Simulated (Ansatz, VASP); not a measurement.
Ti3Se in VASP and in Ansatz

```xyz
4
Lattice="3.1974 0.0000 0.0000 -1.5987 2.7691 0.0000 0.0000 0.0000 7.9427" Properties=species:S:1:pos:R:3 pbc="T T T"
Se    0.0000    0.0000    0.0000
Ti    1.5987    0.9230    3.9714
Ti    0.0000    1.8460    6.1390
Ti    0.0000    1.8460    1.8038
```

Alike in both runs: functional PBEsol; k mesh 10 × 10 × 4; occupations fermi-dirac, width 0.05 eV; no spin polarisation; Hubbard terms Ti d U = 3.0 eV.

|  | VASP | Ansatz |
| --- | --- | --- |
| version | VASP 6.6.1 | Ansatz 0.2.0 |
| potentials or method | VASP PAW PBE potentials, release 64 (Se, Ti_sv) | Ansatz PAW |
| plane-wave cutoff (eV) | 520 | 420 |
| valence electrons in the cell | 42 | 52 |
| task | single point | band structure |

VASP gave:

* gap on the k mesh at the Fermi level (eV): none
* pressure (GPa): 0.4
* traceless stress, the component that is largest in VASP (GPa): 1.24
* rms of the force components (eV/Å): 0.047

Which values does Ansatz return?

gap on the k mesh at the Fermi level (eV): none; pressure (GPa): -0.9; traceless stress, the component that is largest in VASP (GPa): 0.93; rms of the force components (eV/Å): 0.030.

VASP's potentials were made for PBE, not for PBEsol. The programs project onto different local orbitals, so the same U acts differently, and such runs can settle in different states. Atom by atom the forces differ by 0.017 eV/Å (rms over components). A gap of «none» marks a metal or a gap that the smearing closes. VASP's potentials hold 42 valence electrons a cell and Ansatz's 52, so a difference there can come from the potentials and not from the codes.
